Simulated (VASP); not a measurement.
Wanted: the native input for a VASP 6.6.1 run.

```
Task                   : single point
Functional             : PBE
Potentials or basis    : VASP PAW PBE potentials, release 64 (Fe, Cl)
Cutoff                 : 520 eV
k mesh                 : 6 × 6 × 6
Occupations            : gaussian, width 0.1 eV
Spin                   : collinear spin, ferromagnetic start
Starting moments       : [3.21, 3.23, 3.23, 0.16] μB
Dipole correction      : no
Further INCAR settings : ALGO = Normal; EDIFF = 1e-06; NBANDS = 28
```

The structure of Fe3Cl lies in POSCAR:

```
Fe3Cl
1.0
   -1.7860289199      1.7860289199      4.3197720691
    1.7860289199     -1.7860289199      4.3197720691
    1.7860289199      1.7860289199     -4.3197720691
Fe Cl
3 1
Direct
    0.5000000000      0.5000000000      0.0000000000
    0.2500000000      0.7500000000      0.5000000000
    0.7500000000      0.2500000000      0.5000000000
    0.0000000000      0.0000000000      0.0000000000
```

The input as run:

INCAR

```
PREC = Accurate
ENCUT = 520
EDIFF = 1E-6
ISMEAR = 0
SIGMA = 0.1
LREAL = F
LASPH = T
NELM = 150
ALGO = Normal
ISIF = 2
LWAVE = F
LCHARG = T
ISPIN = 2
MAGMOM = 3.21 3.23 3.23 0.16
LORBIT = 11
LMAXMIX = 4
GGA = PE
LELF = T
LVHAR = T
NBANDS = 28
```

KPOINTS

```
regular mesh
0
Gamma
  6 6 6
```

Potentials or basis: VASP PAW PBE potentials, release 64 (Fe, Cl).

Run with:

```bash
$ cat potpaw_PBE.64/Fe/POTCAR potpaw_PBE.64/Cl/POTCAR > POTCAR
$ mpirun -np 1 vasp_std > vasp.out
```

It gave:

The pressure is 0.0 GPa, the net moment is 8.89 μB per cell and the site moments are Fe +2.88, +2.87; Cl +0.17 μB. The valence electrons inside the program's atomic spheres are Fe 6.90, 6.97; Cl 5.00.

Caveat: the k points lie up to 0.41 Å⁻¹ apart; only a ferromagnetic start was run, and an antiferromagnetic order may lie lower in energy.

Run time: 3.7 min on 1 thread of Intel Xeon 6975P-C, on a shared host, peak memory 0.32 GiB.
